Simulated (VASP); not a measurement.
A run of VASP 6.6.1 is set up as follows.

File INCAR:

```
SYSTEM = Al16N16O
ALGO = Normal ; EDIFF = 1E-6
ENCUT = 520 ; GGA = PE
GGA_COMPAT = .False. ; ISIF = 2
ISMEAR = -1 ; LASPH = .True.
LCHARG = .False. ; LREAL = Auto
LWAVE = .False. ; NBANDS = 89
NELECT = 136.0 ; NELM = 120
PREC = Accurate ; SIGMA = 0.01
```

File KPOINTS:

```
k-points
0
Gamma
  1 1 1
  0 0 0
```

The input POSCAR:

```
Al16N16O
1.0
    6.2595139100      0.0000000600      0.0000000000
   -3.1297570100      5.4208980300      0.0000000000
    0.0000000000      0.0000000000     10.0348065900
Al N O
16 16 1
Direct
    0.3097008664      0.1202287846      0.1762006058
    0.1590293662      0.3206832117      0.5146455942
    0.3432978829      0.1635561072      0.7079529572
    0.1602571971      0.3319973887      1.0058483848
    0.3116285355      0.6720982319      0.2657016830
    0.1582639487      0.8276324265      0.4648091578
    0.3556656488      0.6608056375      0.7509912555
    0.1969277449      0.8273476024      0.9425580767
    0.8379056413      0.1661333500      0.2419532433
    0.6689659305      0.3210803727      0.5039766292
    0.8339097634      0.1611411883      0.7557615518
    0.7089639976      0.3477515989      1.0178891749
    0.8235890191      0.6566269889      0.2606673060
    0.6641102204      0.8229086648      0.4986699998
    0.8371667465      0.6627274540      0.7582322521
    0.6973445363      0.8399693064      1.0179278403
    0.3279905499      0.1486244485      0.5197677656
    0.0886177155      0.4669761321      0.1526213770
    0.3643029647      0.1638329984      0.9885171090
    0.1636014917      0.3300063901      0.7046871244
    0.3248392766      0.6461610163      0.4620867337
    0.1691481085      0.8632781808      0.2851310560
    0.3764537430      0.6590369267      0.9338108230
    0.1817267472      0.8323585805      0.7493036296
    0.8399008290      0.1589343583      0.4399334417
    0.6364787668      0.3178050855      0.2120139517
    0.8261041959      0.1588074422      0.9368709716
    0.6887896531      0.3397405648      0.6956752915
    0.8129851754      0.6442937926      0.4540845864
    0.6269237897      0.7989179908      0.2139799089
    0.8493785759      0.6675773883      0.9500171144
    0.6831461690      0.8338273352      0.6872915724
    0.0133942652      0.0624018377      0.1302207460
```

Potentials or basis: VASP PAW PBE potentials, release 64 (Al, N, O).

Launch:

```console
$ cat potpaw_PBE.64/Al/POTCAR potpaw_PBE.64/N/POTCAR potpaw_PBE.64/O/POTCAR > POTCAR
$ mpirun -np 1 vasp_gam > vasp.out
```

**Question.** Predict the largest force.

**Answer.** 0.031 eV/Å.

Forces on the atoms (eV/Å):
```
Al   0.027 -0.008  0.013
Al   0.001  0.002  0.001
Al  -0.003 -0.008 -0.001
Al  -0.008  0.001 -0.014
Al  -0.003  0.018  0.010
Al  -0.003 -0.001 -0.008
Al  -0.005  0.000 -0.005
Al  -0.008 -0.005  0.001
Al  -0.007 -0.006 -0.002
Al  -0.001  0.002  0.010
Al   0.005 -0.002 -0.010
Al  -0.016 -0.004 -0.006
Al  -0.001  0.012 -0.002
Al  -0.002 -0.002 -0.003
Al   0.007  0.002 -0.003
Al   0.003 -0.002 -0.001
N    0.000 -0.002 -0.010
N    0.011 -0.004  0.003
N   -0.002  0.001 -0.012
N   -0.005 -0.001  0.002
N    0.005 -0.003  0.006
N    0.011 -0.008  0.005
N    0.005  0.000  0.008
N    0.004  0.001 -0.008
N   -0.005  0.002  0.008
N    0.011  0.018 -0.020
N    0.011  0.001  0.021
N    0.001 -0.003  0.007
N    0.003  0.002  0.002
N   -0.004  0.003 -0.004
N   -0.001 -0.001  0.006
N   -0.003  0.006  0.005
O   -0.027 -0.013  0.002
```

Caveat: the k points lie up to 1.16 Å⁻¹ apart; the cell carries a net charge on a neutralising background, which shifts energy and pressure.
